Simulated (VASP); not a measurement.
# PbO2: single point with PBE

Crystal: PbO2.

```
CELL_PARAMETERS angstrom
0.00000 2.70199 2.70199
2.70199 0.00000 2.70199
2.70199 2.70199 0.00000
ATOMIC_POSITIONS crystal
Pb 0.00000 0.00000 0.00000
O 0.25000 0.25000 0.25000
O 0.75000 0.75000 0.75000
```

- Program: VASP 6.6.1
- Task: single point
- Functional: PBE
- Potentials or basis: VASP PAW PBE potentials, release 64 (Pb_d, O)
- Cutoff: 600 eV
- k mesh: 2 × 2 × 2, shifted
- Occupations: fermi-dirac, width 0.1 eV
- Spin: collinear spin, zero start
- Starting moments: [0.0, 0.0, 0.0] μB

The pressure is -0.6 GPa and the band gap on the k mesh is 0.96 eV, indirect (least direct gap 1.55 eV). The net moment is 0.00 μB per cell and the valence electrons inside the program's atomic spheres are Pb 11.68; O 4.94.

Levels at points of the mesh, in eV from the valence-band top:
Spin up:
```
           k point  band 11  band 12  band 13  band 14  band 15  band 16
(0.25, 0.25, 0.00)    -1.20    -0.58    -0.58     0.96     5.44     8.91
```
Spin down:
```
           k point  band 11  band 12  band 13  band 14  band 15  band 16
(0.25, 0.25, 0.00)    -1.20    -0.58    -0.58     0.96     5.44     8.91
```

Run time: 51 s on 1 thread of Intel Xeon 8259CL (shared host), peak memory 0.21 GiB.

Caveat: the k points lie up to 1.01 Å⁻¹ apart; spin-orbit coupling is left out, which moves the levels of the heavy elements. A k mesh can miss the band edges.
